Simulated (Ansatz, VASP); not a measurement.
# Mn in VASP and in Ansatz

INCAR

```
SYSTEM = Mn
  ALGO = Normal
  EDIFF = 1E-6
  ENCUT = 520
  GGA = RE
  ISIF = 2
  ISMEAR = -1
  ISPIN = 2
  LASPH = .True.
  LCHARG = .False.
  LMAXMIX = 4
  LORBIT = 11
  LREAL = .False.
  LWAVE = .False.
  MAGMOM = 2.479 -2.479
  NBANDS = 24
  NELM = 150
  PREC = Accurate
  SIGMA = 0.05
```

KPOINTS

```
k-points
0
Gamma
  13 13 13
  0 0 0
```

POSCAR

```
Mn
1.0
    0.0000000000      2.4122383396      2.4122383396
    2.4122383396      0.0000000000      2.4122383396
    2.4122383396      2.4122383396      0.0000000000
Mn
2
Direct
    0.0000000000      0.0000000000      0.0000000000
    0.5000000000      0.5000000000      0.5000000000
```

Input for Ansatz:

```yaml
crystal:
  lattice:
    - [0.0, 2.4122383396, 2.4122383396]
    - [2.4122383396, 0.0, 2.4122383396]
    - [2.4122383396, 2.4122383396, 0.0]
  atoms:
    - { symbol: Mn, position: [0.0, 0.0, 0.0], spin: 2.479 }
    - { symbol: Mn, position: [0.5, 0.5, 0.5], spin: -2.479 }
hamiltonian:
  xc: revpbe
  pseudopotentials:
    kind: paw
    azcp:
      Mn: "pseudopotentials/Mn.paw.azcp"
basis:
  ecutwfc: 420
  fft_grid_basis: typed
kpoints:
  mp_grid: { grid: [13, 13, 13], shift: [0, 0, 0] }
magnetization:
  spin_polarized: true
scf:
  occupations: { method: fermi_dirac, width: 0.05 }
  lower_state_search: "off"
output:
  stress: true
```

Alike in both runs: task single point; functional revPBE; k mesh 13 × 13 × 13; occupations fermi-dirac, width 0.05 eV; collinear spin.

|  | VASP | Ansatz |
| --- | --- | --- |
| version | VASP 6.6.1 | Ansatz 0.2.0 |
| potentials or method | VASP PAW PBE potentials, release 64 (Mn_pv), cutoff 520 eV | plane waves (420 eV) with PAW, scalar-relativistic |
| valence electrons in the cell | 26 | 30 |

|  | VASP | Ansatz | Ansatz less VASP |
| --- | --- | --- | --- |
| pressure (GPa) | 0.3 | 0.1 | -0.14 |
| net moment per atom (μB) | 0.00 | 0.00 | 0.000 |
| size of the moment on the site where the two differ most (μB) | 2.60 | 2.48 | -0.118 |

VASP's potentials were made for PBE, not for revPBE. Site moments also hang on the region over which each program counts them. VASP's potentials hold 26 valence electrons a cell and Ansatz's 30, so a difference there can come from the potentials and not from the codes.
